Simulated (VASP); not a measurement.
Input of a VASP 6.6.1 run:

Contents of INCAR:

```
SYSTEM = ZnS
PREC = Accurate
ENCUT = 520
EDIFF = 1E-6
ISMEAR = 0
SIGMA = 0.05
LREAL = .False.
LASPH = .True.
NELM = 60
ALGO = Normal
ISIF = 2
LWAVE = .False.
LCHARG = .False.
GGA = PE
NBANDS = 26
```

The input KPOINTS:

```
Automatic mesh
0
Gamma
  12 12 6
  0 0 0
```

Contents of POSCAR:

```
ZnS
1.0
    3.8981775218      0.0000000000      0.0000000000
   -1.9490887609      3.3759207624      0.0000000000
    0.0000000000      0.0000000000      6.1360497294
Zn S
2 2
Direct
    0.3333333333      0.6666666667      0.0052197899
    0.6666666667      0.3333333333      0.5052197899
    0.3333333333      0.6666666667      0.3797802101
    0.6666666667      0.3333333333      0.8797802101
```

Potentials or basis: VASP PAW PBE potentials, release 64 (Zn, S).

Run with:

```console
$ cat potpaw_PBE.64/Zn/POTCAR potpaw_PBE.64/S/POTCAR > POTCAR
$ mpirun -np 1 vasp_std > vasp.out
```

(1) What does it give for the largest force?

(2) Estimate the band gap on the k mesh.

Answers

(1) 0.278 eV/Å.

(2) 2.11 eV, direct.
